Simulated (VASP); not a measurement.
Set up this calculation in VASP 6.6.1, as the native input.

```
Task                   : relaxation of cell and atoms
Functional             : PBEsol
Potentials or basis    : VASP PAW PBE potentials, release 64 (Zr_sv, N)
Cutoff                 : 600 eV
k mesh                 : 11 × 11 × 11
Occupations            : fermi-dirac, width 0.15 eV
Spin                   : no spin polarisation
Dipole correction      : no
Further INCAR settings : ALGO = Normal; EDIFF = 1e-07; IBRION = 2; EDIFFG = -0.02; NSW = 80; ISIF = 3
```

The structure of ZrN lies in POSCAR:

```
ZrN
1.0
    0.0000000000      2.3000000000      2.3000000000
    2.3000000000      0.0000000000      2.3000000000
    2.3000000000      2.3000000000      0.0000000000
Zr N
1 1
Direct
    0.5000000000      0.5000000000      0.5000000000
    0.0000000000      0.0000000000      0.0000000000
```

The input as run:

INCAR

```
SYSTEM = ZrN
ALGO = Normal
EDIFF = 1E-7
EDIFFG = -0.02
ENCUT = 600
GGA = PS
GGA_COMPAT = .FALSE.
IBRION = 2
ISIF = 3
ISMEAR = -1
LASPH = .TRUE.
LCHARG = .FALSE.
LREAL = .FALSE.
LWAVE = .FALSE.
NELM = 120
NELMIN = 4
NSW = 80
PREC = Accurate
SIGMA = 0.15
```

KPOINTS

```
k-points
0
G
  11 11 11
  0 0 0
```

Potentials or basis: VASP PAW PBE potentials, release 64 (Zr_sv, N).

Command:

```sh
$ cat potpaw_PBE.64/Zr_sv/POTCAR potpaw_PBE.64/N/POTCAR > POTCAR
$ mpirun -np 1 vasp_std > vasp.out
```

It gave:

```yaml
Relaxed_volume: 11.82 Å³/atom
Relaxed_cell: a = 3.221 Å, b = 3.221 Å, c = 3.221 Å, α = 60.00°, β = 60.00°, γ = 60.00°
Space_group_after_relaxing_to_0.1_Å: Fm-3m (No. 225)
Energy_gained_by_relaxing: 8.4 meV/atom
Ionic_steps: 3
Pressure_after_relaxing: -0.1 GPa
Band_gap_on_the_k_mesh: zero (an odd number of electrons rules out a gap without spin polarisation)
```

Caveat: the PAW data sets were made with another functional, which shifts forces and pressure a little.

Wall time 58 s on 1 thread of AMD EPYC 7R13, on a shared host, peak memory 0.15 GiB.
